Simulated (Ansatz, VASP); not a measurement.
**Two plane-wave programs on GaSb3**

File POSCAR:

```
GaSb3
1.0
   -3.0195739721      3.0195739721      3.0195739721
    3.0195739721     -3.0195739721      3.0195739721
    3.0195739721      3.0195739721     -3.0195739721
Ga Sb
1 3
Direct
    0.0000000000      0.0000000000      0.0000000000
    0.0000000000      0.5000000000      0.5000000000
    0.5000000000      0.0000000000      0.5000000000
    0.5000000000      0.5000000000      0.0000000000
```

The input INCAR.step1:

```
PREC = Accurate ; ENCUT = 520
ISMEAR = 0 ; SIGMA = 0.1
LREAL = False ; LASPH = True
NELM = 100 ; NBANDS = 22
GGA = PE ; ALGO = Normal
EDIFF = 1E-4 ; LWAVE = True
LCHARG = False
```

File INCAR.step2:

```
PREC = Accurate ; ENCUT = 520
EDIFF = 1E-6 ; ISMEAR = 0
SIGMA = 0.1 ; LREAL = False
LASPH = True ; NELM = 100
ALGO = Normal ; ISIF = 2
LWAVE = False ; LCHARG = True
METAGGA = R2SCAN ; LMIXTAU = True
LELF = True ; LVHAR = True
NBANDS = 22 ; ISTART = 1
```

File KPOINTS:

```
regular mesh
0
Gamma
  8 8 8
```

Input for Ansatz:

```yaml
crystal:
  lattice:
    - [-3.0195739721, 3.0195739721, 3.0195739721]
    - [3.0195739721, -3.0195739721, 3.0195739721]
    - [3.0195739721, 3.0195739721, -3.0195739721]
  atoms:
    - { symbol: Ga, position: [0.0, 0.0, 0.0] }
    - { symbol: Sb, position: [0.0, 0.5, 0.5] }
    - { symbol: Sb, position: [0.5, 0.0, 0.5] }
    - { symbol: Sb, position: [0.5, 0.5, 0.0] }
basis:
  ecutwfc: 500
kpoints:
  mp_grid: { grid: [8, 8, 8] }
  band_path:
    path:
      - [[0.0, 0.0, 0.0], [0.5, -0.5, 0.5], [0.0, 0.0, 0.5], [0.0, 0.0, 0.0], [0.25, 0.25, 0.25], [0.5, -0.5, 0.5]]
      - [[0.25, 0.25, 0.25], [0.0, 0.0, 0.5]]
    npoints: 14
hamiltonian:
  xc: r2scan
scf:
  occupations: { method: gaussian, width: 0.1 }
  n_extra_bands: 10
output:
  forces: true
  stress: true
  eigenvalues: true
  populations: true
  dos: { projected: true, de: 0.02, nscf_kmesh: { grid: [10, 10, 10] } }
  bader: true
  write_density: true
  write_potential: true
  elf: true
  volumetric_format: npy
```

Alike in both runs: task single point; functional r2SCAN; k mesh 8 × 8 × 8; occupations gaussian, width 0.1 eV; no spin polarisation.

```csv
,VASP,Ansatz
version,VASP 6.6.1,Ansatz 0.2.0
potentials or method,"VASP PAW PBE potentials, release 64 (Ga_d, Sb), cutoff 520 eV","scalar-relativistic, plane waves, PAW"
valence electrons in the cell,28,58
```

|  | VASP | Ansatz | Ansatz less VASP |
| --- | --- | --- | --- |
| gap on the k mesh at the Fermi level (eV) | none | none | - |
| pressure (GPa) | -1.5 | -1.5 | -0.06 |

VASP's potentials were made for PBE, not for r2SCAN. A gap of «none» marks a metal or a gap that the smearing closes. The functional is the same, so the differences come from potentials, cutoffs and numerics. VASP's potentials hold 28 valence electrons a cell and Ansatz's 58, so a difference there can come from the potentials and not from the codes.

Spin-orbit coupling is off throughout.
